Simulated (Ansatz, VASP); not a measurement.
## Te in VASP and in Ansatz

```
Te
1.0
     4.45400    0.00000    0.00000
    -2.22700    3.85728    0.00000
     0.00000    0.00000    5.92400
Te
3
Direct
  0.73100 0.73100 0.00000
  0.00000 0.26900 0.66667
  0.26900 0.00000 0.33333
```

Alike in both runs: task single point; functional PBE-based screened hybrid with a share of 0.25 of exact exchange and HFSCREEN = 0.3; k mesh 4 × 4 × 3; occupations fermi-dirac, width 0.05 eV; no spin polarisation.

|  | VASP | Ansatz |
| --- | --- | --- |
| version | VASP 6.6.1 | Ansatz 0.2.0 |
| potentials or method | VASP PAW PBE potentials, release 64 (Te) | Ansatz PAW |
| plane-wave cutoff (eV) | 520 | 420 |
| valence electrons in the cell | 18 | 48 |

|  | VASP | Ansatz | Ansatz less VASP |
| --- | --- | --- | --- |
| gap on the k mesh at the Fermi level (eV) | 1.13 | 1.15 | +0.014 |
| least direct gap on the mesh (eV) | 1.34 | 1.36 | +0.020 |
| pressure (GPa) | -0.4 | 0.0 | +0.45 |
| traceless stress, the component that is largest in VASP (GPa) | -0.69 | -0.57 | +0.126 |
| rms of the force components (eV/Å) | 0.143 | 0.132 | -0.0109 |

VASP's potentials were made for PBE, not for PBE-based screened hybrid. Atom by atom the forces differ by 0.011 eV/Å (rms over components). VASP's potentials hold 18 valence electrons a cell and Ansatz's 48, so a difference there can come from the potentials and not from the codes.

Neither program's run includes spin-orbit coupling. Noted on Ansatz's run: odd divisions of the mesh miss points on the zone boundary, where band edges often lie, so the gap on the mesh can be too wide.
